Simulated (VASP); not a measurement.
Here is a VASP 6.6.1 calculation.

File INCAR:

```
SYSTEM = NdMo
  ALGO = Normal
  EDIFF = 1E-6
  ENCUT = 500
  GGA = PE
  GGA_COMPAT = .FALSE.
  ISIF = 2
  ISMEAR = 0
  LASPH = .TRUE.
  LCHARG = .FALSE.
  LMAXMIX = 6
  LREAL = .FALSE.
  LWAVE = .FALSE.
  NBANDS = 33
  NELM = 200
  PREC = Accurate
  SIGMA = 0.1
```

The input KPOINTS:

```
k-points
0
G
  12 12 12
  0 0 0
```

File POSCAR:

```
NdMo
1.0
    2.1627460202      1.2486619970      6.7690518281
   -2.1627460202      1.2486619970      6.7690518281
    0.0000000000     -2.4973239939      6.7690518281
Nd Mo
2 2
Direct
    0.0979506358      0.0979506358      0.0979506358
    0.9020493642      0.9020493642      0.9020493642
    0.6803422643      0.6803422643      0.6803422643
    0.3196577357      0.3196577357      0.3196577357
```

Potentials or basis: VASP PAW PBE potentials, release 64 (Nd_3, Mo_sv), 4f in core.

Command:

```console
$ cat potpaw_PBE.64/Nd_3/POTCAR potpaw_PBE.64/Mo_sv/POTCAR > POTCAR
$ mpirun -np 1 vasp_std > vasp.out
```

(1) Predict the largest force.

(2) Estimate the band gap on the k mesh.

(3) Predict the pressure.

Results:

(1) 0.035 eV/Å.

(2) zero (bands 25 and 26 overlap by 0.77 eV).

(3) -0.9 GPa.

Caveat: spin-orbit coupling is left out, which moves the levels of the heavy elements; the 4f electrons are frozen in the core, so they carry no moment and show no levels.
